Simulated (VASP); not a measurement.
Set up this calculation in VASP 6.6.1, as the native input.

| Quantity | Value |
| --- | --- |
| Task | single point |
| Functional | PBE |
| Potentials or basis | VASP PAW PBE potentials, release 64 (Mn_pv) |
| Cutoff | 500 eV |
| k mesh | 5 × 5 × 5 |
| Occupations | tetrahedron |
| Spin | collinear spin, ferromagnetic start |
| Starting moments | [0.76] μB |
| Dipole correction | no |
| Further INCAR settings | ALGO = Normal; EDIFF = 1e-06; NBANDS = 16 |

The structure of Mn lies in POSCAR:

```
Mn
1.0
   -1.1264492280      1.2808536932      1.4299452396
    1.1660188085     -1.3104865137      1.4991476406
    1.2797571574      1.4637944431     -1.4595780601
Mn
1
Direct
    0.0000000000      0.0000000000      0.0000000000
```

The input as run:

INCAR

```
  ALGO = Normal
  EDIFF = 1E-6
  ENCUT = 500
  GGA = PE
  GGA_COMPAT = F
  ISIF = 2
  ISMEAR = -5
  ISPIN = 2
  LASPH = T
  LCHARG = F
  LMAXMIX = 4
  LORBIT = 11
  LREAL = F
  LWAVE = F
  MAGMOM = 0.76
  NBANDS = 16
  NELM = 200
  PREC = Accurate
  SIGMA = 0.1
```

KPOINTS

```
k-points
0
Gamma
  5 5 5
```

Potentials or basis: VASP PAW PBE potentials, release 64 (Mn_pv).

Run with:

```console
$ cat potpaw_PBE.64/Mn_pv/POTCAR > POTCAR
$ mpirun -np 1 vasp_std > vasp.out
```

Results of the run:

* Pressure: 38.4 GPa
* Net moment: 0.56 μB per cell
* Site moments: Mn +0.55 μB
* Valence electrons inside the program's atomic spheres: Mn 12.20

Caveat: the k points lie up to 0.65 Å⁻¹ apart; tetrahedron occupations give inexact forces and stress in metals.

Wall time 20 s on 1 thread of Intel(R) Xeon(R) 6975P-C (Granite Rapids), with other jobs on the host, peak memory 0.13 GiB.
